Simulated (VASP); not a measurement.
## Al2Ru: single point with PBEsol

Al2Ru:

```
CELL_PARAMETERS angstrom
-1.56068 1.56068 4.21155
1.56068 -1.56068 4.21155
1.56068 1.56068 -4.21155
ATOMIC_POSITIONS crystal
Al 0.65908 0.65908 0.00000
Al 0.34092 0.34092 0.00000
Ru 0.00000 0.00000 0.00000
```

```
Program             : VASP 6.6.1
Task                : single point
Functional          : PBEsol
Potentials or basis : VASP PAW PBE potentials, release 64 (Al, Ru_pv)
Cutoff              : 520 eV
k mesh              : 22 × 22 × 22
Occupations         : gaussian, width 0.15 eV
Spin                : no spin polarisation
```

```
Pressure               : 0.1 GPa
Band gap on the k mesh : zero (band 10 reaches 10.74 eV, above the bottom of band 11 at 10.56 eV)
```

Levels at points of the mesh, in eV from the Fermi level:
| k point | band 8 | band 9 | band 10 | band 11 | band 12 | band 13 |
| --- | --- | --- | --- | --- | --- | --- |
| (0.00, 0.00, 0.00) | -1.98 | -1.93 | -0.95 | 2.44 | 4.67 | 6.12 |
| (0.50, 0.00, 0.00) | -2.73 | -2.55 | -1.41 | 0.59 | 3.09 | 5.15 |
| (0.50, 0.50, 0.00) | -3.08 | -1.26 | -0.33 | 0.29 | 1.85 | 2.05 |
| (0.50, 0.50, 0.50) | -1.54 | -1.54 | -0.92 | 3.16 | 3.16 | 6.32 |

It took 6.7 min on 1 thread of Intel(R) Xeon(R) 6975P-C (Granite Rapids), with other jobs on the host, peak memory 0.66 GiB.

Caveat: the PAW data sets were made with another functional, which shifts forces and pressure a little.
